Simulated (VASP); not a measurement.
Here is a VASP 6.6.1 calculation.

The input INCAR:

```
SYSTEM = CuF
PREC = Accurate ; ENCUT = 520
EDIFF = 1E-6 ; ISMEAR = -1
SIGMA = 0.02 ; LREAL = .False.
LASPH = .True. ; NELM = 60
ALGO = Normal ; ISIF = 2
LWAVE = .False. ; LCHARG = .False.
GGA = PE ; NBANDS = 16
```

Contents of KPOINTS:

```
Automatic mesh
0
Gamma
  8 8 8
  0 0 0
```

Contents of POSCAR:

```
CuF
1.0
    2.8484730611      0.0000000000      0.0000000000
    0.0000000000      2.8484730611      0.0000000000
    0.0000000000      0.0000000000      2.8484730611
Cu F
1 1
Direct
    0.0000000000      0.0000000000      0.0000000000
    0.5000000000      0.5000000000      0.5000000000
```

Potentials or basis: VASP PAW PBE potentials, release 64 (Cu, F).

Run with:

```sh
$ cat potpaw_PBE.64/Cu/POTCAR potpaw_PBE.64/F/POTCAR > POTCAR
$ mpirun -np 1 vasp_std > vasp.out
```

Task: Estimate the band gap on the k mesh.

Result: Zero (band 9 reaches 3.66 eV, above the bottom of band 10 at 3.37 eV).

Task: Estimate the pressure.

Result: -4.9 GPa.

Caveat: semilocal functionals often make such compounds metallic where correlation or magnetic order opens a gap, which also shifts bond lengths.
